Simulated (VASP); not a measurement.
Here is a VASP 6.6.1 calculation.

POSCAR

```
SiO2
1.0
    1.3436707835      0.7757686886      4.5713777720
   -1.3436707835      0.7757686886      4.5713777720
    0.0000000000     -1.5515373772      4.5713777720
Si O
1 2
Direct
    0.5000000000      0.5000000000      0.5000000000
    0.7666236705      0.7666236705      0.7666236705
    0.2333763295      0.2333763295      0.2333763295
```

The input INCAR.step1:

```
  PREC = Accurate
  ENCUT = 520
  EDIFF = 1E-6
  ISMEAR = 0
  SIGMA = 0.02
  LREAL = False
  LASPH = True
  NELM = 100
  ALGO = Normal
  ISIF = 2
  LWAVE = False
  LCHARG = True
  GGA = PE
  IVDW = 12
  NBANDS = 15
```

File KPOINTS.step1:

```
regular mesh
0
Gamma
  12 12 12
```

Contents of INCAR.step2:

```
  PREC = Accurate
  ENCUT = 520
  EDIFF = 1E-6
  ISMEAR = -5
  SIGMA = 0.02
  LREAL = False
  LASPH = True
  NELM = 100
  ALGO = Normal
  ISIF = 2
  LWAVE = False
  LCHARG = False
  GGA = PE
  IVDW = 12
  LORBIT = 11
  NEDOS = 2001
  ICHARG = 11
```

KPOINTS.step2

```
regular mesh
0
Gamma
  18 18 18
```

Potentials or basis: VASP PAW PBE potentials, release 64 (Si, O).

Run with:

```sh
$ cat potpaw_PBE.64/Si/POTCAR potpaw_PBE.64/O/POTCAR > POTCAR
$ cp INCAR.step1 INCAR
$ cp KPOINTS.step1 KPOINTS
$ mpirun -np 1 vasp_std > vasp.out
$ cp INCAR.step2 INCAR
$ cp KPOINTS.step2 KPOINTS
$ mpirun -np 1 vasp_std > vasp.out
```

**Question.** What does it give for the dispersion energy per atom?

**Answer.** -0.188 eV.
